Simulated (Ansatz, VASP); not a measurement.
Two plane-wave programs on ZnSe

The input INCAR:

```
SYSTEM = ZnSe
PREC = Accurate
ENCUT = 500
EDIFF = 1E-6
ISMEAR = 0
SIGMA = 0.02
LREAL = .False.
LASPH = .True.
NELM = 120
ALGO = Normal
ISIF = 2
LWAVE = .False.
LCHARG = .False.
GGA = PE
NBANDS = 16
GGA_COMPAT = .False.
```

The input KPOINTS:

```
Automatic mesh
0
Gamma
  8 8 8
  0 0 0
```

POSCAR

```
ZnSe
1.0
    0.0000000000      2.8074156103      2.8074156103
    2.8074156103      0.0000000000      2.8074156103
    2.8074156103      2.8074156103      0.0000000000
Zn Se
1 1
Direct
    0.0000000000      0.0000000000      0.0000000000
    0.2500000000      0.2500000000      0.2500000000
```

Input for Ansatz:

```yaml
crystal:
  lattice:
    - [0.0, 2.8074156103, 2.8074156103]
    - [2.8074156103, 0.0, 2.8074156103]
    - [2.8074156103, 2.8074156103, 0.0]
  atoms:
    - { symbol: Zn, position: [0.0, 0.0, 0.0] }
    - { symbol: Se, position: [0.25, 0.25, 0.25] }
basis:
  ecutwfc: 420
kpoints:
  mp_grid: { grid: [8, 8, 8] }
hamiltonian:
  xc: pbe
scf:
  occupations: { method: gaussian, width: 0.02 }
output:
  forces: true
  stress: true
  eigenvalues: true
```

Alike in both runs: task single point; functional PBE; k mesh 8 × 8 × 8; occupations gaussian, width 0.02 eV; no spin polarisation.

|  | VASP | Ansatz |
| --- | --- | --- |
| version | VASP 6.6.1 | Ansatz 0.2.0 |
| potentials or method | VASP PAW PBE potentials, release 64 (Zn, Se), cutoff 500 eV | scalar-relativistic, plane waves, PAW |
| valence electrons in the cell | 18 | 28 |

Ansatz gave:

- gap on the k mesh at the Fermi level (eV): 1.40
- least direct gap on the mesh (eV): 1.40
- pressure (GPa): 4.1

Q: What did VASP give for the same quantities?

A: gap on the k mesh at the Fermi level (eV): 1.40; least direct gap on the mesh (eV): 1.40; pressure (GPa): 4.3.

VASP's potentials hold 18 valence electrons a cell and Ansatz's 28, so a difference there can come from the potentials and not from the codes.
